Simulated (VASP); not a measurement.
# Ir in VASP: single point with PBE

Aim: the single point of Ir with PBE.

Program: VASP 6.6.1. These are calculated values, not measurements. Logs are shortened: lines on timing, memory, paths and dates and some standing lists are left out, and cuts for length are marked.

### Step 1. The cell of the first run

The typed cell holds 1 atom: a = 2.639 Å, b = 2.639 Å, c = 3.047 Å, α = 54.73°, β = 54.73°, γ = 70.53°.

### Step 2. Single point, PBE

Input file INCAR:

```
PREC = Accurate ; ENCUT = 520
EDIFF = 1E-6 ; ISMEAR = 0
SIGMA = 0.15 ; LREAL = F
LASPH = T ; NELM = 60
ALGO = Fast ; ISIF = 2
LWAVE = F ; LCHARG = T
GGA = PE ; LELF = T
LVHAR = T ; NBANDS = 10
```

Input file KPOINTS:

```
Automatic mesh
0
Gamma
  24 24 24
```

Input file POSCAR:

```
Ir
1.0
    0.0000000000      2.1548988710      1.5235135018
    2.1548988710      0.0000000000      1.5235135018
    2.1548988710      2.1548988710      0.0000000000
Ir
1
Direct
    0.0000000000      0.0000000000      0.0000000000
```

Potentials or basis: VASP PAW PBE potentials, release 64 (Ir).

Run with:

```sh
cat potpaw_PBE.64/Ir/POTCAR > POTCAR
mpirun -np 1 vasp_std > vasp.out
```

OUTCAR:

```text
PREC = Accurate
   ENCUT = 520
   EDIFF = 1E-6
   ISMEAR = 0
   LREAL = F
   LASPH = T
   NELM = 60
   ISIF = 2
   GGA = PE

 ion  position               nearest neighbor table
   1  0.000  0.000  0.000-

  LATTYP: Found a body centered tetragonal cell.
 ALAT       =     3.0474872089
 C/A-ratio  =     0.9998489886

  Lattice vectors:

 A1 = (   0.0000000000,  -2.1548988710,  -1.5235135018)
 A2 = (   0.0000000000,   2.1548988710,  -1.5235135018)
 A3 = (   2.1548988710,   0.0000000000,   1.5235135018)

Analysis of symmetry for initial positions (statically):
=====================================================================
 Subroutine PRICEL returns:
 Original cell was already a primitive cell.

 Routine SETGRP: Setting up the symmetry group for a
 body centered tetragonal supercell.

 Subroutine GETGRP returns: Found 16 space group operations
 (whereof 16 operations were pure point group operations)
 out of a pool of 16 trial point group operations.

The static configuration has the point symmetry D_4h.

Analysis of symmetry for dynamics (positions and initial velocities):
=====================================================================
 Subroutine PRICEL returns:
 Original cell was already a primitive cell.

 Routine SETGRP: Setting up the symmetry group for a
 body centered tetragonal supercell.

 Subroutine GETGRP returns: Found 16 space group operations
 (whereof 16 operations were pure point group operations)
 out of a pool of 16 trial point group operations.

The dynamic configuration has the point symmetry D_4h.

 Subroutine INISYM returns: Found 16 space group operations
 (whereof 16 operations are pure point group operations),
 and found     1 'primitive' translations

----------------------------------------------------------------------------------------

                                     Primitive cell

  volume of cell :      14.1491

  direct lattice vectors                    reciprocal lattice vectors
     0.000000000  2.154898871  1.523513502    -0.232029450  0.232029450  0.328188755
     2.154898871  0.000000000  1.523513502     0.232029450 -0.232029450  0.328188755
     2.154898871  2.154898871  0.000000000     0.232029450  0.232029450 -0.328188755

  length of vectors
     2.639068497  2.639068497  3.047487209     0.464093946  0.464093946  0.464093946

  position of ions in fractional coordinates (direct lattice)
[... 75 lines left out ...]
   ENCUT  =  520.0 eV  38.22 Ry    6.18 a.u.   4.91  4.91  5.67*2*pi/ulx,y,z
   NELM   =     60;   NELMIN=  2; NELMDL= -5     # of ELM steps
   EDIFF  = 0.1E-05   stopping-criterion for ELM
   LREAL  =      F    real-space projection
   EDIFFG = 0.1E-04   stopping-criterion for IOM
   NSW    =      0    number of steps for IOM
   IBRION =     -1    ionic relax: 0-MD 1-quasi-New 2-CG
   NFREE  =      0    steps in history (QN), initial steepest desc. (CG)
   ISIF   =      2    stress and relaxation
   ISYM   =      2    0-nonsym 1-usesym 2-fastsym
   POTIM  = 0.5000    time-step for ionic-motion
   TEBEG  =    0.0;   TEEND  =   0.0 temperature during run
   PSTRESS=    0.0 pullay stress
   NELECT =       9.0000    total number of electrons
   NUPDOWN=      -1.0000    fix difference up-down
   EMIN   =  10.00;   EMAX   =-10.00  energy-range for DOS
   EFERMI =   0.00;   METHOD = LEGACY
   ISMEAR =     0;   SIGMA  =   0.15  broadening in eV -4-tet -1-fermi 0-gaus
   EFERMI_NEDOS =   21; number of points for ismear=-14 and -15
   IALGO  =     68    algorithm
   IMIX   =      4    mixing-type and parameters
     AMIX     =   0.40;   BMIX     =  1.00
     AMIX_MAG =   1.60;   BMIX_MAG =  1.00
  volume/ion in A,a.u.               =      14.15        95.48
  Fermi-wavevector in a.u.,A,eV,Ry     =   1.407923  2.660589 26.970118  1.982248
  Thomas-Fermi vector in A             =   2.530133
   LORBIT       =      0    0 simple, 1 ext, 2 COOP (PROOUT), +10 PAW based schemes
   GGA     = PE    functional components
   LHFCALC =     F    Hartree Fock is set to
   AEXX    =    0.0000 exact exchange contribution
   IVDW    =     0    specifies the selected vdW correction
   LEPSILON=     F    determine dielectric tensor
   LRPA    =     F    only Hartree local field effects (RPA)
 non-spin polarized calculation
 RMM-DIIS sequential band-by-band and
 Gauss-broadening in eV      SIGMA  =   0.15
  energy-cutoff  :      520.00
  volume of cell :       14.15
 maximum number of plane-waves:       394
   NGX =  9   NGY =  9   NGZ = 11

 number of electron       9.0000000 magnetization

 Free energy of the ion-electron system (eV)
  ---------------------------------------------------
  ext. energy  EPLUGINS =         0.00000000
  ---------------------------------------------------
  free energy    TOTEN  =        -8.16441989 eV

  energy without entropy =       -8.13335492  energy(sigma->0) =       -8.14888740

 E-fermi :  10.1519     XC(G=0): -13.9684

 val. band max:       10.1484185635   @ k =  -0.1250   0.1667   0.0833
 cond. band min:      10.1519099248   @ k =   0.5000   0.0417   0.2500
 fundamental gap:      0.0034913613
 Fermi energy:        10.1518577737

 k-point     1 :       0.0000    0.0000    0.0000
  band No.  band energies     occupation
      1      -0.7053      2.00000
      2       6.4257      2.00000
      3       6.4272      2.00000
      4       6.4272      2.00000
      5       9.5850      2.00000
      6       9.5878      2.00000
      7      27.1128      0.00000
      8      27.1128      0.00000
      9      27.1162      0.00000
     10      38.3822      0.00000
[... 287 lines left out ...]
 k-point    24 :       0.4583    0.0417    0.0000
  band No.  band energies     occupation
      1       2.4861      2.00000
      2       4.6241      2.00000
      3       8.7985      2.00000
      4       9.4131      2.00000
      5      10.9334      0.00000
      6      12.3463      0.00000
      7      18.8520      0.00000
      8      23.5487      0.00000
      9      27.5159      0.00000
     10      35.0302      0.00000

 [... further k-points ...]
[... 5 lines left out ...]
  --------------------------------------------------------------------------------------
  -------------------------------------------------------------------------------------
  Total        2.0331692      2.0331692      2.0231776      0.0000000      0.0000000      0.0000000
  in kB      230.2258135    230.2258135    229.0944089      0.0000000      0.0000000      0.0000000
  external PRESSURE =     229.8486787 kB  Pullay stress =       0.0000000 kB

 VOLUME and BASIS-vectors are now :
 -----------------------------------------------------------------------------
  energy-cutoff  :      520.00
  volume of cell :       14.15
      direct lattice vectors                 reciprocal lattice vectors
     0.000000000  2.154898871  1.523513502    -0.232029450  0.232029450  0.328188755
     2.154898871  0.000000000  1.523513502     0.232029450 -0.232029450  0.328188755
     2.154898871  2.154898871  0.000000000     0.232029450  0.232029450 -0.328188755

 POSITION                                       TOTAL-FORCE (eV/Angst)
 -----------------------------------------------------------------------------------
      0.00000      0.00000      0.00000         0.000000      0.000000     -0.000000
 -----------------------------------------------------------------------------------
    total drift:                                0.000000      0.000000      0.000000

  FREE ENERGIE OF THE ION-ELECTRON SYSTEM (eV)
  ---------------------------------------------------
  free  energy   TOTEN  =        -8.1644198886 eV

  energy  without entropy=       -8.1333549188  energy(sigma->0) =       -8.14888740
```

It took 2.4 min on 1 thread of Intel Xeon Platinum 8488C (Sapphire Rapids), shared host; peak memory 0.27 GiB.

What came out:

```yaml
Free_energy: -8.1644 eV
Pressure: 23.0 GPa
```

Levels at points of the mesh, in eV from the Fermi level:
| k point | band 1 | band 2 | band 3 | band 4 | band 5 | band 6 | band 7 | band 8 | band 9 |
| --- | --- | --- | --- | --- | --- | --- | --- | --- | --- |
| (0.00, 0.00, 0.00) | -10.86 | -3.73 | -3.72 | -3.72 | -0.57 | -0.56 | 16.96 | 16.96 | 16.96 |
| (0.50, 0.00, 0.00) | -7.75 | -5.63 | -0.73 | -0.11 | -0.03 | 2.38 | 8.31 | 13.08 | 17.25 |
| (0.50, 0.50, 0.00) | -7.32 | -7.32 | 1.63 | 1.63 | 1.63 | 8.05 | 8.05 | 8.05 | 15.21 |
| (0.50, 0.00, 0.50) | -7.75 | -5.63 | -0.73 | -0.11 | -0.03 | 2.38 | 8.31 | 13.09 | 17.25 |

Caveat: spin-orbit coupling is left out, which moves the levels of the heavy elements.
